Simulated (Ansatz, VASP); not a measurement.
## One calculation of CaO, two programs

POSCAR

```
CaO
1.0
    2.3165967475      2.3165967475      0.0000000000
   -2.3165967475      2.3165967475      0.0000000000
    0.0000000000      2.3165967475      2.3165967475
Ca O
1 1
Direct
    0.0000000000      0.0000000000      0.0000000000
    0.5000000000      0.5000000000      0.0000000000
```

INCAR.step1

```
SYSTEM = CaO
  ALGO = Normal
  EDIFF = 1E-5
  ENCUT = 910
  GGA = PE
  GGA_COMPAT = .False.
  ISMEAR = 0
  LASPH = .True.
  LCHARG = .False.
  LREAL = .False.
  LWAVE = .True.
  NBANDS = 15
  NELM = 120
  PREC = Accurate
  SIGMA = 0.01
```

INCAR.step2

```
SYSTEM = CaO
  ALGO = Normal
  EDIFF = 1E-6
  ENCUT = 910
  GGA_COMPAT = .False.
  ISIF = 2
  ISMEAR = 0
  ISTART = 1
  LASPH = .True.
  LCHARG = .True.
  LELF = .True.
  LMIXTAU = .True.
  LREAL = .False.
  LVHAR = .True.
  LWAVE = .False.
  METAGGA = R2SCAN
  NBANDS = 15
  NELM = 120
  PREC = Accurate
  SIGMA = 0.01
```

The input KPOINTS:

```
k-points
0
Gamma
  8 8 8
  0 0 0
```

Input for Ansatz:

```yaml
crystal:
  lattice:
    - [2.31659674748, 2.31659674748, 0.0]
    - [-2.31659674748, 2.31659674748, 0.0]
    - [0.0, 2.31659674748, 2.31659674748]
  atoms:
    - { symbol: Ca, position: [0.0, 0.0, 0.0] }
    - { symbol: O, position: [0.5, 0.5, 0.0] }
kpoints:
  mp_grid: { grid: [8, 8, 8] }
scf:
  occupations: { method: fixed }
  convergence: { dr2_threshold: 1.0e-10 }
hamiltonian:
  xc: r2scan
  pseudopotentials: { kind: paw }
output:
  forces: true
  stress: true
  eigenstates:
    kpoints:
      - [0.0, 0.0, 0.0]
      - [-0.5, 0.5, 0.0]
      - [-0.5, -0.5, -0.5]
      - [0.0, 0.0, -0.5]
      - [0.0, -0.5, -0.5]
      - [0.0, 0.5, 0.0]
      - [-0.5, 0.0, 0.0]
      - [-0.5, 0.0, -0.5]
  eigenvalues: true
```

Alike in both runs: task single point; functional r2SCAN; k mesh 8 × 8 × 8; no spin polarisation.

```csv
,VASP,Ansatz
version,VASP 6.6.1,Ansatz 0.2.0
potentials or method,"VASP PAW PBE potentials, release 64 (Ca_sv, O_h)","PAW with Ansatz's default frozen-core files, scalar-relativistic"
plane-wave cutoff (eV),910,500
occupations,"gaussian, width 0.01 eV",fixed
valence electrons in the cell,16,16
```

|  | VASP | Ansatz | Ansatz less VASP |
| --- | --- | --- | --- |
| gap on the k mesh at the Fermi level (eV) | 4.13 | 4.15 | +0.013 |

VASP's potentials were made for PBE, not for r2SCAN.

Noted on VASP's run: the cutoff is short for stress, so the pressure is rough.
